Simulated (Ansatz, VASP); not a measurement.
# CdS: VASP beside Ansatz

```xyz
2
Lattice="0.0000 2.9165 2.9165 2.9165 0.0000 2.9165 2.9165 2.9165 0.0000" Properties=species:S:1:pos:R:3 pbc="T T T"
Cd    0.0000    0.0000    0.0000
S     4.3748    4.3748    4.3748
```

Alike in both runs: task single point; functional r2SCAN0; k mesh 4 × 4 × 4; occupations fermi-dirac, width 0.05 eV; non-collinear spin, spin-orbit coupling.

```csv
,VASP,Ansatz
version,VASP 6.6.1,Ansatz 0.2.0
potentials or method,"VASP PAW PBE potentials, release 64 (Cd, S)",Ansatz PAW
plane-wave cutoff (eV),520,500
valence electrons in the cell,18,26
```

VASP gave:

```
pressure (GPa) : 1.2
```

Problem. Estimate Ansatz's values.

Solution. Pressure (GPa): 1.0.

VASP's potentials were made for PBE, not for r2SCAN0. VASP's potentials hold 18 valence electrons a cell and Ansatz's 26, so a difference there can come from the potentials and not from the codes.

The k mesh is coarse, so the values compare programs but aren't converged.
